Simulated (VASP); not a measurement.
A run of VASP 6.6.1 is set up as follows.

The input INCAR:

```
SYSTEM = H11NO4
ALGO = Normal
EDIFF = 1E-7
ENCUT = 520
GGA = PE
ISIF = 2
ISMEAR = -1
IVDW = 12
LASPH = .True.
LCHARG = .True.
LELF = .True.
LREAL = Auto
LVHAR = .True.
LWAVE = .False.
NBANDS = 34
NELM = 60
PREC = Accurate
SIGMA = 0.05
```

File KPOINTS:

```
k-points
0
Gamma
  1 1 1
  0 0 0
```

Contents of POSCAR:

```
H11NO4
1.0
    5.2305400000      0.0000000000      0.0000000000
    0.0000000000      5.2305400000      0.0000000000
    0.0000000000      0.0000000000      5.2305400000
O H N
4 11 1
Direct
    0.1028383303      0.6801018633      0.1557965334
    0.5211698983      0.4337601854      0.4594936660
    0.4178344875      0.7955583936      0.7648349884
    0.1500609880      0.1439621913      0.3896156037
    0.2388663503      0.6906935039      0.0132491100
    0.1357985982      0.5068501531      0.2151020736
    0.3738810907      0.3092414932      0.4254818814
    0.6055780092      0.4630305858      0.2943481935
    0.3103503654      0.9462502916      0.7075942446
    0.4470857693      0.6971937888      0.5995556864
    0.0117196312      0.1793696253      0.5469224975
    0.1426047789     -0.0346809316      0.3254348499
    0.7217419234     -0.0060223227     -0.2021015039
    0.9478753628      0.1335999725     -0.0398620410
    0.7564993289      0.3310939215     -0.2090797508
    0.8405250701      0.1535214337     -0.2083532484
```

Potentials or basis: VASP PAW PBE potentials, release 64 (O, H, N).

The run is started by

```console
$ cat potpaw_PBE.64/O/POTCAR potpaw_PBE.64/H/POTCAR potpaw_PBE.64/N/POTCAR > POTCAR
$ mpirun -np 1 vasp_gam > vasp.out
```

Problem. Predict the largest force.

Solution. 1.848 eV/Å.

Problem. Estimate the dispersion energy per atom.

Solution. -0.038 eV.

Stress tensor (GPa, compression positive):
```
 0.62  1.09  1.59
 1.09 -1.98  0.41
 1.59  0.41 -2.77
```

Caveat: the k points lie up to 1.20 Å⁻¹ apart.
